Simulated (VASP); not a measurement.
# Re (Pm-3m) in VASP: a series of runs

Re is run at these levels: r2SCAN; tasks: single point.

Program: VASP 6.6.1. These are calculated values, not measurements. Logs are shortened: lines on timing, memory, paths and dates and some standing lists are left out, and cuts for length are marked.

### Step 1. The cell of the first run

Symmetry: Pm-3m, No. 221, cubic system. The conventional cell has a = 2.458 Å, b = 2.458 Å, c = 2.458 Å, α = 90.00°, β = 90.00°, γ = 90.00°. Re (site symmetry m-3m) has 6 Re at 2.46 Å within 3.2 Å.

This isn't the form of Re at room conditions, which is hcp.

### Step 2. Single point, r2SCAN (14.85 Å³/atom)

Input file POSCAR:

```
Re
1.0
    2.4577114298      0.0000000000      0.0000000000
    0.0000000000      2.4577114298      0.0000000000
    0.0000000000      0.0000000000      2.4577114298
Re
1
Direct
    0.0000000000      0.0000000000      0.0000000000
```

Input file INCAR.step1:

```
  PREC = Accurate
  ENCUT = 660
  ISMEAR = -1
  SIGMA = 0.1
  LREAL = F
  LASPH = T
  NELM = 120
  NBANDS = 10
  GGA = PE
  ALGO = Normal
  EDIFF = 1E-5
  LWAVE = T
  LCHARG = F
  GGA_COMPAT = F
```

Input file INCAR.step2:

```
  PREC = Accurate
  ENCUT = 660
  EDIFF = 1E-6
  ISMEAR = -1
  SIGMA = 0.1
  LREAL = F
  LASPH = T
  NELM = 120
  ALGO = Normal
  ISIF = 2
  LWAVE = F
  LCHARG = F
  METAGGA = R2SCAN
  LMIXTAU = T
  NBANDS = 10
  ISTART = 1
  GGA_COMPAT = F
```

Input file KPOINTS:

```
regular mesh
0
Gamma
  14 14 14
```

Potentials or basis: VASP PAW PBE potentials, release 64 (Re).

Run with:

```bash
> cat potpaw_PBE.64/Re/POTCAR > POTCAR
> cp INCAR.step1 INCAR
> mpirun -np 1 vasp_std > vasp.out
> cp INCAR.step2 INCAR
> mpirun -np 1 vasp_std > vasp.out
```

OUTCAR:

```text
PREC = Accurate
   ENCUT = 660
   EDIFF = 1E-6
   ISMEAR = -1
   LREAL = F
   LASPH = T
   NELM = 120
   ISIF = 2
   METAGGA = R2SCAN
   ISTART = 1

 ion  position               nearest neighbor table
   1  0.000  0.000  0.000-

  LATTYP: Found a simple cubic cell.
 ALAT       =     2.4577114298

  Lattice vectors:

 A1 = (   2.4577114298,   0.0000000000,   0.0000000000)
 A2 = (   0.0000000000,   2.4577114298,   0.0000000000)
 A3 = (   0.0000000000,   0.0000000000,   2.4577114298)

Analysis of symmetry for initial positions (statically):
=====================================================================
 Subroutine PRICEL returns:
 Original cell was already a primitive cell.

 Routine SETGRP: Setting up the symmetry group for a
 simple cubic supercell.

 Subroutine GETGRP returns: Found 48 space group operations
 (whereof 48 operations were pure point group operations)
 out of a pool of 48 trial point group operations.

The static configuration has the point symmetry O_h .

Analysis of symmetry for dynamics (positions and initial velocities):
=====================================================================
 Subroutine PRICEL returns:
 Original cell was already a primitive cell.

 Routine SETGRP: Setting up the symmetry group for a
 simple cubic supercell.

 Subroutine GETGRP returns: Found 48 space group operations
 (whereof 48 operations were pure point group operations)
 out of a pool of 48 trial point group operations.

The dynamic configuration has the point symmetry O_h .

 Subroutine INISYM returns: Found 48 space group operations
 (whereof 48 operations are pure point group operations),
 and found     1 'primitive' translations

----------------------------------------------------------------------------------------

                                     Primitive cell

  volume of cell :      14.8454

  direct lattice vectors                    reciprocal lattice vectors
     2.457711430  0.000000000  0.000000000     0.406882593  0.000000000  0.000000000
     0.000000000  2.457711430  0.000000000     0.000000000  0.406882593  0.000000000
     0.000000000  0.000000000  2.457711430     0.000000000  0.000000000  0.406882593

  length of vectors
     2.457711430  2.457711430  2.457711430     0.406882593  0.406882593  0.406882593

  position of ions in fractional coordinates (direct lattice)
     0.000000000  0.000000000  0.000000000
[... 78 lines left out ...]
   EDIFFG = 0.1E-04   stopping-criterion for IOM
   NSW    =      0    number of steps for IOM
   IBRION =     -1    ionic relax: 0-MD 1-quasi-New 2-CG
   NFREE  =      0    steps in history (QN), initial steepest desc. (CG)
   ISIF   =      2    stress and relaxation
   ISYM   =      2    0-nonsym 1-usesym 2-fastsym
   POTIM  = 0.5000    time-step for ionic-motion
   TEBEG  =    0.0;   TEEND  =   0.0 temperature during run
   PSTRESS=    0.0 pullay stress
   NELECT =       7.0000    total number of electrons
   NUPDOWN=      -1.0000    fix difference up-down
   EMIN   =  10.00;   EMAX   =-10.00  energy-range for DOS
   EFERMI =   0.00;   METHOD = LEGACY
   ISMEAR =    -1;   SIGMA  =   0.10  broadening in eV -4-tet -1-fermi 0-gaus
   EFERMI_NEDOS =   21; number of points for ismear=-14 and -15
   IALGO  =     38    algorithm
   IMIX   =      4    mixing-type and parameters
     AMIX     =   0.40;   BMIX     =  1.00
     AMIX_MAG =   1.60;   BMIX_MAG =  1.00
  volume/ion in A,a.u.               =      14.85       100.18
  Fermi-wavevector in a.u.,A,eV,Ry     =   1.274217  2.407920 22.090802  1.623628
  Thomas-Fermi vector in A             =   2.406997
   LORBIT       =      0    0 simple, 1 ext, 2 COOP (PROOUT), +10 PAW based schemes
   METAGGA = R2SCAN    functional components
   LHFCALC =     F    Hartree Fock is set to
   AEXX    =    0.0000 exact exchange contribution
   IVDW    =     0    specifies the selected vdW correction
   LEPSILON=     F    determine dielectric tensor
   LRPA    =     F    only Hartree local field effects (RPA)
 non-spin polarized calculation
  energy-cutoff  :      660.00
  volume of cell :       14.85
 maximum number of plane-waves:       587
 NGX is ok and might be reduce to    24
   NGX = 11   NGY = 11   NGZ = 11

 number of electron       7.0000000 magnetization

 Free energy of the ion-electron system (eV)
  ---------------------------------------------------
  ext. energy  EPLUGINS =         0.00000000
  ---------------------------------------------------
  free energy    TOTEN  =       -50.82858581 eV

  energy without entropy =      -50.79596694  energy(sigma->0) =      -50.81227638

 E-fermi :   8.3166     XC(G=0): -14.6605

 val. band max:        8.3162197637   @ k =   0.4286   0.0714   0.0000
 cond. band min:       8.3622978838   @ k =   0.3571   0.0714   0.0714
 fundamental gap:      0.0460781201
 Fermi energy:         8.3165792212

 k-point     1 :       0.0000    0.0000    0.0000
  band No.  band energies     occupation
      1      -2.3477      2.00000
      2       1.4582      2.00000
      3       1.4582      2.00000
      4      12.7711      0.00000
      5      12.7711      0.00000
      6      12.7711      0.00000
      7      25.7787      0.00000
      8      25.7787      0.00000
      9      25.7787      0.00000
     10      32.9799      0.00000
[... 287 lines left out ...]
 k-point    24 :       0.3571    0.2143    0.0000
  band No.  band energies     occupation
      1       1.7923      2.00000
      2       3.4355      2.00000
      3       5.6146      2.00000
      4       9.0971      0.00081
      5       9.4035      0.00004
      6      11.1979      0.00000
      7      19.5147      0.00000
      8      25.4717      0.00000
      9      28.1160      0.00000
     10      34.7009      0.00000

 [... further k-points ...]

------------------------ aborting loop because EDIFF is reached ----------------------------------------

  FORCE on cell =-STRESS in cart. coord.  units (eV):
  Direction    XX          YY          ZZ          XY          YZ          ZX
  --------------------------------------------------------------------------------------
  -------------------------------------------------------------------------------------
  Total        4.1180250      4.1180250      4.1180250      0.0000000     -0.0000000      0.0000000
  in kB      444.4336077    444.4336077    444.4336077      0.0000000     -0.0000000      0.0000000
  external PRESSURE =     444.4336077 kB  Pullay stress =       0.0000000 kB

 VOLUME and BASIS-vectors are now :
 -----------------------------------------------------------------------------
  energy-cutoff  :      660.00
  volume of cell :       14.85
      direct lattice vectors                 reciprocal lattice vectors
     2.457711430  0.000000000  0.000000000     0.406882593  0.000000000  0.000000000
     0.000000000  2.457711430  0.000000000     0.000000000  0.406882593  0.000000000
     0.000000000  0.000000000  2.457711430     0.000000000  0.000000000  0.406882593

 POSITION                                       TOTAL-FORCE (eV/Angst)
 -----------------------------------------------------------------------------------
      0.00000      0.00000      0.00000         0.000000      0.000000      0.000000
 -----------------------------------------------------------------------------------
    total drift:                                0.000000      0.000000      0.000000

  FREE ENERGIE OF THE ION-ELECTRON SYSTEM (eV)
  ---------------------------------------------------
  free  energy   TOTEN  =       -50.8285858130 eV

  energy  without entropy=      -50.7959669433  energy(sigma->0) =      -50.81227638
```

Run time: 2.1 min. Hardware: 1 thread of AMD EPYC 7R13, shared host; peak memory 0.14 GiB.

What came out:

```yaml
Free_energy: -50.8286 eV
Pressure: 44.4 GPa
Band_gap_on_the_k_mesh: zero (an odd number of electrons rules out a gap without spin polarisation)
```

Levels at points of the mesh, in eV from the Fermi level:
```
           k point  band 1  band 2  band 3  band 4  band 5  band 6
(0.00, 0.00, 0.00)  -10.66   -6.86   -6.86    4.45    4.45    4.45
(0.50, 0.00, 0.00)   -6.83   -5.67   -1.24   -0.21   -0.21    4.95
(0.50, 0.50, 0.00)   -8.09   -4.71    0.72    0.72    5.47    5.47
(0.50, 0.50, 0.50)   -6.14   -6.14   -6.14    7.96    7.96    8.09
```

Caveat: the cell stands under pressure; the PAW data sets were made with another functional, which shifts forces and pressure a little; spin-orbit coupling is left out, which moves the levels of the heavy elements.

### Step 3. Single point, r2SCAN (15.52 Å³/atom)

This run uses another cell than the first one, of 15.52 Å³/atom.

Input file POSCAR:

```
Re
1.0
    2.4943990988      0.0000000000      0.0000000000
    0.0000000000      2.4943990988      0.0000000000
    0.0000000000      0.0000000000      2.4943990988
Re
1
Direct
    0.0000000000      0.0000000000      0.0000000000
```

Input file INCAR.step1:

```
  PREC = Accurate
  ENCUT = 660
  ISMEAR = -1
  SIGMA = 0.1
  LREAL = False
  LASPH = True
  NELM = 120
  NBANDS = 10
  GGA = PE
  ALGO = Normal
  EDIFF = 1E-5
  LWAVE = True
  LCHARG = False
  GGA_COMPAT = False
```

Input file INCAR.step2:

```
  PREC = Accurate
  ENCUT = 660
  EDIFF = 1E-6
  ISMEAR = -1
  SIGMA = 0.1
  LREAL = False
  LASPH = True
  NELM = 120
  ALGO = Normal
  ISIF = 2
  LWAVE = False
  LCHARG = False
  METAGGA = R2SCAN
  LMIXTAU = True
  NBANDS = 10
  ISTART = 1
  GGA_COMPAT = False
```

KPOINTS is that of step 2.

Potentials or basis: VASP PAW PBE potentials, release 64 (Re).

Run with:

```bash
> cat potpaw_PBE.64/Re/POTCAR > POTCAR
> cp INCAR.step1 INCAR
> mpirun -np 1 vasp_std > vasp.out
> cp INCAR.step2 INCAR
> mpirun -np 1 vasp_std > vasp.out
```

It took 94 s on 1 thread of AMD EPYC 7R13, shared host; peak memory 0.14 GiB.

The run converged. Its results:

| Item | Value |
| --- | --- |
| Free energy | -50.9750 eV |
| Pressure | 25.8 GPa |
| Band gap on the k mesh | zero (an odd number of electrons rules out a gap without spin polarisation) |

Levels at points of the mesh, in eV from the Fermi level:
| k point | band 1 | band 2 | band 3 | band 4 | band 5 | band 6 | band 7 | band 8 |
| --- | --- | --- | --- | --- | --- | --- | --- | --- |
| (0.00, 0.00, 0.00) | -10.36 | -6.51 | -6.51 | 4.17 | 4.17 | 4.17 | 17.03 | 17.03 |
| (0.50, 0.00, 0.00) | -6.63 | -5.39 | -1.21 | -0.18 | -0.18 | 4.62 | 9.77 | 15.90 |
| (0.50, 0.50, 0.00) | -7.60 | -4.54 | 0.68 | 0.68 | 5.22 | 5.22 | 7.10 | 16.38 |
| (0.50, 0.50, 0.50) | -5.77 | -5.77 | -5.77 | 7.42 | 7.42 | 8.28 | 13.38 | 13.38 |

Caveat: the cell stands under pressure; the PAW data sets were made with another functional, which shifts forces and pressure a little; spin-orbit coupling is left out, which moves the levels of the heavy elements.

### Step 4. Single point, r2SCAN (16.20 Å³/atom)

This run uses another cell than the first one, of 16.20 Å³/atom.

Input file POSCAR:

```
Re
1.0
    2.5300381867      0.0000000000      0.0000000000
    0.0000000000      2.5300381867      0.0000000000
    0.0000000000      0.0000000000      2.5300381867
Re
1
Direct
    0.0000000000      0.0000000000      0.0000000000
```

Input file INCAR.step1:

```
SYSTEM = Re
ALGO = Normal
EDIFF = 1E-5
ENCUT = 660
GGA = PE
GGA_COMPAT = .FALSE.
ISMEAR = -1
LASPH = .TRUE.
LCHARG = .FALSE.
LREAL = .FALSE.
LWAVE = .TRUE.
NBANDS = 10
NELM = 120
PREC = Accurate
SIGMA = 0.1
```

Input file INCAR.step2:

```
SYSTEM = Re
ALGO = Normal
EDIFF = 1E-6
ENCUT = 660
GGA_COMPAT = .FALSE.
ISIF = 2
ISMEAR = -1
ISTART = 1
LASPH = .TRUE.
LCHARG = .FALSE.
LMIXTAU = .TRUE.
LREAL = .FALSE.
LWAVE = .FALSE.
METAGGA = R2SCAN
NBANDS = 10
NELM = 120
PREC = Accurate
SIGMA = 0.1
```

Input file KPOINTS:

```
k-points
0
G
  14 14 14
  0 0 0
```

Run with:

```bash
> cat potpaw_PBE.64/Re/POTCAR > POTCAR
> cp INCAR.step1 INCAR
> mpirun -np 1 vasp_std > vasp.out
> cp INCAR.step2 INCAR
> mpirun -np 1 vasp_std > vasp.out
```

Run time: 1.8 min. Hardware: 1 thread of AMD EPYC 7R13, shared host; peak memory 0.14 GiB.

It converged, with:

- Free energy: -51.0509 eV
- Pressure: 10.8 GPa
- Band gap on the k mesh: zero (an odd number of electrons rules out a gap without spin polarisation)

Levels at points of the mesh, in eV from the Fermi level:
| k point | band 1 | band 2 | band 3 | band 4 | band 5 | band 6 | band 7 |
| --- | --- | --- | --- | --- | --- | --- | --- |
| (0.00, 0.00, 0.00) | -10.06 | -6.18 | -6.18 | 3.90 | 3.90 | 3.90 | 16.63 |
| (0.50, 0.00, 0.00) | -6.43 | -5.13 | -1.17 | -0.15 | -0.15 | 4.33 | 9.20 |
| (0.50, 0.50, 0.00) | -7.16 | -4.39 | 0.65 | 0.65 | 5.00 | 5.00 | 6.64 |
| (0.50, 0.50, 0.50) | -5.43 | -5.43 | -5.43 | 6.94 | 6.94 | 8.46 | 12.72 |

Caveat: the cell stands under pressure; the PAW data sets were made with another functional, which shifts forces and pressure a little; spin-orbit coupling is left out, which moves the levels of the heavy elements.

### Step 5. Single point, r2SCAN (16.87 Å³/atom)

This run uses another cell than the first one, of 16.87 Å³/atom.

Input file POSCAR:

```
Re
1.0
    2.5647005513      0.0000000000      0.0000000000
    0.0000000000      2.5647005513      0.0000000000
    0.0000000000      0.0000000000      2.5647005513
Re
1
Direct
    0.0000000000      0.0000000000      0.0000000000
```

Input file INCAR.step1:

```
ALGO     = Normal         # electronic algorithm
EDIFF    = 1E-5           # SCF threshold, eV
ENCUT    = 660            # plane-wave cutoff, eV
GGA      = PE             # functional
GGA_COMPAT= False        
ISMEAR   = -1             # smearing method
LASPH    = True           # aspherical terms in the spheres
LCHARG   = False          # write CHGCAR
LREAL    = False          # projectors in reciprocal space
LWAVE    = True           # write WAVECAR
NBANDS   = 10             # bands
NELM     = 120            # most SCF steps
PREC     = Accurate       # precision mode
SIGMA    = 0.1            # smearing width, eV
```

Input file INCAR.step2:

```
ALGO     = Normal         # electronic algorithm
EDIFF    = 1E-6           # SCF threshold, eV
ENCUT    = 660            # plane-wave cutoff, eV
GGA_COMPAT= False        
ISIF     = 2              # what is computed and relaxed
ISMEAR   = -1             # smearing method
ISTART   = 1            
LASPH    = True           # aspherical terms in the spheres
LCHARG   = False          # write CHGCAR
LMIXTAU  = True         
LREAL    = False          # projectors in reciprocal space
LWAVE    = False          # write WAVECAR
METAGGA  = R2SCAN         # meta-GGA
NBANDS   = 10             # bands
NELM     = 120            # most SCF steps
PREC     = Accurate       # precision mode
SIGMA    = 0.1            # smearing width, eV
```

Input file KPOINTS:

```
k-points
0
Gamma
  14 14 14
```

Run with:

```bash
> cat potpaw_PBE.64/Re/POTCAR > POTCAR
> cp INCAR.step1 INCAR
> mpirun -np 1 vasp_std > vasp.out
> cp INCAR.step2 INCAR
> mpirun -np 1 vasp_std > vasp.out
```

Run time: 2 min. Hardware: 1 thread of AMD EPYC 7R13, shared host; peak memory 0.14 GiB.

Results (log left out):

| Property | Result |
| --- | --- |
| Free energy | -51.0696 eV |
| Pressure | -1.4 GPa |
| Band gap on the k mesh | zero (an odd number of electrons rules out a gap without spin polarisation) |

Levels at points of the mesh, in eV from the Fermi level:
| k point | band 1 | band 2 | band 3 | band 4 | band 5 | band 6 | band 7 |
| --- | --- | --- | --- | --- | --- | --- | --- |
| (0.00, 0.00, 0.00) | -9.78 | -5.89 | -5.89 | 3.67 | 3.67 | 3.67 | 16.25 |
| (0.50, 0.00, 0.00) | -6.25 | -4.90 | -1.13 | -0.13 | -0.13 | 4.06 | 8.68 |
| (0.50, 0.50, 0.00) | -6.75 | -4.24 | 0.62 | 0.62 | 4.80 | 4.80 | 6.23 |
| (0.50, 0.50, 0.50) | -5.11 | -5.11 | -5.11 | 6.51 | 6.51 | 8.61 | 12.13 |

Caveat: the PAW data sets were made with another functional, which shifts forces and pressure a little; spin-orbit coupling is left out, which moves the levels of the heavy elements.

### Step 6. The runs side by side

```csv
cell,gap on the mesh (eV),pressure (GPa)
"a = 2.458 Å, 1 atom",none,44.4
"a = 2.494 Å, 1 atom",none,25.8
"a = 2.530 Å, 1 atom",none,10.8
"a = 2.565 Å, 1 atom",none,-1.4
```

Alike in all rows: task single point; level r2SCAN; potentials or basis VASP PAW PBE potentials, release 64 (Re); no spin polarisation; k mesh 14 × 14 × 14; cutoff (eV) 660; smearing fermi-dirac 0.1 eV.

Caveats: the PAW data sets were made with another functional, which shifts forces and pressure a little; spin-orbit coupling is left out, which moves the levels of the heavy elements; the cell stands under pressure (at least some runs).

Total energies depend on the potentials used, so only differences within one code and one set of settings carry meaning.
